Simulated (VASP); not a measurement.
Runs of VASP 6.6.1 on Cu. The structure is that of space group Fm-3m (No. 225), or close to it. The cells are those of the table. 

```tsv
cell	gap on the mesh (eV)	pressure (GPa)
a = 2.655 Å, angles 60.0°, 1 atom	none	-10.5
a = 2.522 Å, angles 60.0°, 1 atom	none	8.9
a = 2.450 Å, angles 60.0°, 1 atom	none	(b)
a = 2.590 Å, angles 60.0°, 1 atom	none	-3.1
a = 2.623 Å, angles 60.0°, 1 atom	none	(a)
```

Alike in all rows: task single point; level PBE; potentials or basis VASP PAW PBE potentials, release 64 (Cu); no spin polarisation; k mesh 11 × 11 × 11; cutoff (eV) 600; smearing fermi-dirac 0.1 eV.

**Question.** Estimate the missing entries.

**Answer.** (a) -7.3; (b) 28.4.

A gap of «none» marks levels without a gap at the run's occupations.
